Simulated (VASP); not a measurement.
Here is a VASP 6.6.1 calculation.

File INCAR:

```
ALGO = Fast ; EDIFF = 1E-7
ENCUT = 520 ; ISIF = 2
ISMEAR = 0 ; LASPH = True
LCHARG = False ; LREAL = False
LWAVE = False ; NBANDS = 11
NELM = 80 ; PREC = Accurate
SIGMA = 0.15
```

File KPOINTS:

```
k-points
0
Gamma
  14 14 14
```

The input POSCAR:

```
Ba
1.0
   -2.7187500000      2.2812500000      2.5000000000
    2.7187500000     -2.2812500000      2.5000000000
    2.7187500000      2.2812500000     -2.5000000000
Ba
1
Direct
    0.0000000000      0.0000000000      0.0000000000
```

Potentials or basis: VASP PAW LDA potentials, release 64 (Ba_sv).

Launch:

```sh
$ cat potpaw_LDA.64/Ba_sv/POTCAR > POTCAR
$ mpirun -np 1 vasp_std > vasp.out
```

Q: Predict the band gap on the k mesh.

A: Zero (bands 5 and 6 overlap by 0.77 eV).

Q: Estimate the pressure.

A: -1.1 GPa.

Stress tensor (GPa, compression positive):
```
-1.34  0.00  0.00
 0.00 -0.61  0.00
 0.00  0.00 -1.34
```

Caveat: the cell differs from its parent crystal (strain +0.0875 x Voigt [1, -1, 0, 0, 0, 0]); spin-orbit coupling is left out, which moves the levels of the heavy elements.
